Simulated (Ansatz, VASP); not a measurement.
BN in VASP and in Ansatz

INCAR

```
ALGO = Normal
EDIFF = 1E-6
ENCUT = 520
GGA = PE
ISIF = 2
ISMEAR = -1
LASPH = T
LCHARG = F
LREAL = F
LWAVE = F
NBANDS = 11
NELM = 60
PREC = Accurate
SIGMA = 0.02
```

KPOINTS

```
k-points
0
Gamma
  12 12 12
```

The input POSCAR:

```
BN
1.0
    0.0000000000      1.8048245570      1.8048245570
    1.8048245570      0.0000000000      1.8048245570
    1.8048245570      1.8048245570      0.0000000000
B N
1 1
Direct
    0.0000000000      0.0000000000      0.0000000000
    0.2500000000      0.2500000000      0.2500000000
```

Input for Ansatz:

```yaml
crystal:
  lattice:
    - [0.0, 1.804824557, 1.804824557]
    - [1.804824557, 0.0, 1.804824557]
    - [1.804824557, 1.804824557, 0.0]
  atoms:
    - { symbol: B, position: [0.0, 0.0, 0.0] }
    - { symbol: "N", position: [0.25, 0.25, 0.25] }
kpoints:
  mp_grid: { grid: [12, 12, 12] }
  band_path:
    path:
      - [[0.0, 0.0, 0.0], [-0.5, -0.5, -3.528994004589e-34], [-0.375, -0.375, 0.25]]
      - [[-0.375, 3.095868058969e-17, 0.375], [0.0, 0.0, 0.0], [1.000885521886e-17, 4.534835167956e-17, 0.5], [-0.5, -0.25, 0.25], [-0.5, -0.5, -3.528994004589e-34]]
    npoints: 10
hamiltonian:
  xc: pbe
scf:
  occupations: { method: fermi_dirac, width: 0.02 }
  n_extra_bands: 4
output:
  forces: true
  stress: true
  eigenvalues: true
```

Alike in both runs: task single point; functional PBE; k mesh 12 × 12 × 12; occupations fermi-dirac, width 0.02 eV; no spin polarisation.

```csv
,VASP,Ansatz
version,VASP 6.6.1,Ansatz 0.2.0
potentials or method,"VASP PAW PBE potentials, release 64 (B, N)","plane waves, PAW"
plane-wave cutoff (eV),520,420
valence electrons in the cell,8,8
```

Ansatz gave:

```
gap on the k mesh at the Fermi level (eV) : 4.48
pressure (GPa)                            : 4.7
```

Estimate VASP's values.

gap on the k mesh at the Fermi level (eV): 4.46; pressure (GPa): 5.0.
